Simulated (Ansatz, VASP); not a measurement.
Be5Zn2Cd2HgTe10 in VASP and in Ansatz

```
Be Zn Cd Te Hg
1.0
     3.04088    3.04456    5.94412
    -3.05726   -3.04774    5.95390
     9.14971   -6.09967    2.96381
Be Zn Cd Te Hg
5 2 2 10 1
Direct
  0.21196 0.00423 0.57886
  0.39556 0.99633 0.20516
  0.79860 0.99980 0.39644
  0.48938 0.50226 0.01842
  0.89379 0.49826 0.20569
  0.60145 0.00151 0.80171
  0.30625 0.50219 0.38243
  0.99584 0.99265 0.00598
  0.69331 0.50545 0.59751
  0.56429 0.90980 0.58777
  0.48557 0.37908 0.82831
  0.99523 0.89885 0.76948
  0.39862 0.85667 0.01475
  0.75002 0.85770 0.22386
  0.69075 0.35385 0.37953
  0.16610 0.88962 0.39377
  0.10342 0.35133 0.58188
  0.83592 0.39675 0.02721
  0.26513 0.36388 0.18834
  0.09341 0.49683 0.80480
```

Alike in both runs: task single point; functional PBE; k mesh 4 × 3 × 2; occupations gaussian, width 0.02 eV; no spin polarisation.

```csv
,VASP,Ansatz
version,VASP 6.6.1,Ansatz 0.2.0
potentials or method,"VASP PAW PBE potentials, release 64 (Be, Zn, Cd, Te, Hg), cutoff 520 eV","scalar-relativistic, plane waves, PAW"
valence electrons in the cell,130,254
```

Ansatz gave:

```
gap on the k mesh at the Fermi level (eV)                     : 1.51
least direct gap on the mesh (eV)                             : 1.51
pressure (GPa)                                                : -0.1
traceless stress, the component that is largest in VASP (GPa) : -0.23
rms of the force components (eV/Å)                            : 0.030
```

Question: Estimate VASP's values.

Answer: gap on the k mesh at the Fermi level (eV): 1.51; least direct gap on the mesh (eV): 1.51; pressure (GPa): 0.0; traceless stress, the component that is largest in VASP (GPa): -0.24; rms of the force components (eV/Å): 0.031.

Atom by atom the forces differ by 0.004 eV/Å (rms over components). VASP's potentials hold 130 valence electrons a cell and Ansatz's 254, so a difference there can come from the potentials and not from the codes.

Spin-orbit coupling is off throughout.
